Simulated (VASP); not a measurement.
AgCl:

```
Ag Cl
1.0
     3.39559    0.00000    0.00000
     0.00000    3.39559    0.00000
     0.00000    0.00000    3.39559
Ag Cl
1 1
Direct
  0.00000 0.00000 0.00000
  0.50000 0.50000 0.50000
```

Base run:

- Program: VASP 6.6.1
- Functional: r2SCAN
- Potentials or basis: VASP PAW PBE potentials, release 64 (Ag, Cl)
- Cutoff: 520 eV
- k mesh: 8 × 8 × 8
- Occupations: gaussian, width 0.01 eV
- Spin: no spin polarisation

Its results: band gap on the k mesh 1.19 eV (least direct gap 2.86 eV); pressure -0.1 GPa.

Q: The run is repeated on the same cell with these changes: functional from r2SCAN to PBE; further incar settings from ALGO = Normal; EDIFF = 1e-07; NBANDS = 16 to ALGO = Normal; EDIFF = 1e-06; NBANDS = 16. What comes out?

A: Band gap on the k mesh 0.58 eV (least direct gap 2.20 eV); pressure 1.5 GPa.

Caveats: the PAW data sets were made with another functional, which shifts forces and pressure a little (at least some runs).

A k mesh can miss the band edges.
